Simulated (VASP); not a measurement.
The system is W.

```
W
1.0
     2.65008    0.00000    0.00000
     0.00000    2.65008    0.00000
     0.00000    0.00000    2.65008
W
1
Direct
  0.00000 0.00000 0.00000
```

Base run:

* Program: VASP 6.6.1
* Functional: RPBE
* Potentials or basis: VASP PAW PBE potentials, release 64 (W_sv)
* Cutoff: 520 eV
* k mesh: 19 × 19 × 19
* Occupations: fermi-dirac, width 0.1 eV
* Spin: no spin polarisation

Its results: band gap on the k mesh zero (band 7 reaches 11.14 eV, above the bottom of band 8 at 8.45 eV); pressure 1.1 GPa.

Problem. The run is repeated on the same cell with these changes: k mesh from 19 × 19 × 19 to 13 × 13 × 13; further incar settings from ALGO = Normal; EDIFF = 1e-06; NBANDS = 13 to ALGO = Normal; EDIFF = 1e-07; NBANDS = 13. What comes out?

Solution. Band gap on the k mesh zero (band 7 reaches 11.08 eV, above the bottom of band 8 at 8.56 eV); pressure -0.1 GPa.

Caveats: the PAW data sets were made with another functional, which shifts forces and pressure a little; spin-orbit coupling is left out, which moves the levels of the heavy elements.
